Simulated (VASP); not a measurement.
Runs of VASP 6.6.1 on OsCl3. The structure is that of space group Pm-3m (No. 221), or close to it. The cells are those of the table. 

```tsv
spin	cell	k mesh	gap on the mesh (eV)	pressure (GPa)	moment (μB)
collinear	a = 4.818 Å, 4 atoms	6 × 6 × 6	none	1.2	3.08
collinear	a = 4.819 Å, 4 atoms	6 × 6 × 6	none	1.1	3.08
collinear	a = 4.859 Å, 4 atoms	4 × 4 × 4	none	-1.7	2.47
collinear	a = 4.880 Å, 4 atoms	4 × 4 × 4	none	(c)	2.47
collinear	a = 4.880 Å, 4 atoms	3 × 3 × 3	none	-0.5	(a)
off	a = 4.819 Å, 4 atoms	6 × 6 × 6	none	(b)	-
collinear	a = 4.818 Å, 4 atoms	4 × 4 × 4	none	-0.3	2.47
```

Alike in all rows: task single point; level PBE+U; potentials or basis VASP PAW PBE potentials, release 64 (Os, Cl); Os d U = 2.0 eV; cutoff (eV) 520; smearing gaussian 0.05 eV.

Question: Estimate the missing entries.

Answer: (a) 2.93; (b) -2.0; (c) -2.4.

Caveats: some runs use coarse meshes; spin-orbit coupling is left out, which moves the levels of the heavy elements; an odd number of electrons without spin polarisation forces a metal (at least some runs); a magnetic or distorted state may lie lower (at least some runs); U without spin polarisation on a metal has little footing (at least some runs).

A k mesh can miss the band edges, and the runs leave out spin-orbit coupling on Os.

A gap of «none» marks levels without a gap at the run's occupations.
